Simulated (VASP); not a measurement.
A run of VASP 6.6.1:

The input INCAR:

```
PREC = Accurate ; ENCUT = 520
EDIFF = 1E-6 ; ISMEAR = 0
SIGMA = 0.01 ; LREAL = False
LASPH = True ; NELM = 100
ALGO = Normal ; ISIF = 2
LWAVE = False ; LCHARG = False
NBANDS = 8
```

File KPOINTS:

```
regular mesh
0
Gamma
  7 7 7
```

Contents of POSCAR:

```
Sb
1.0
   -0.0167630000      2.3807070000      2.4016500000
    2.3697530000      0.0443490000      2.3405380000
    2.4096310000      2.3594730000      0.0044710000
Sb
1
Direct
   -0.0075380000      0.0130910000     -0.0107430000
```

Potentials or basis: VASP PAW LDA potentials, release 64 (Sb).

Run with:

```sh
$ cat potpaw_LDA.64/Sb/POTCAR > POTCAR
$ mpirun -np 1 vasp_std > vasp.out
```

Hardware: 1 thread of Intel Xeon 8259CL (shared host).

Question: How long does it take, and how much memory?

Answer: Wall time 32 s on 1 thread of Intel Xeon 8259CL (shared host), peak memory 0.16 GiB. Counts: scf iterations 9, k points 172.
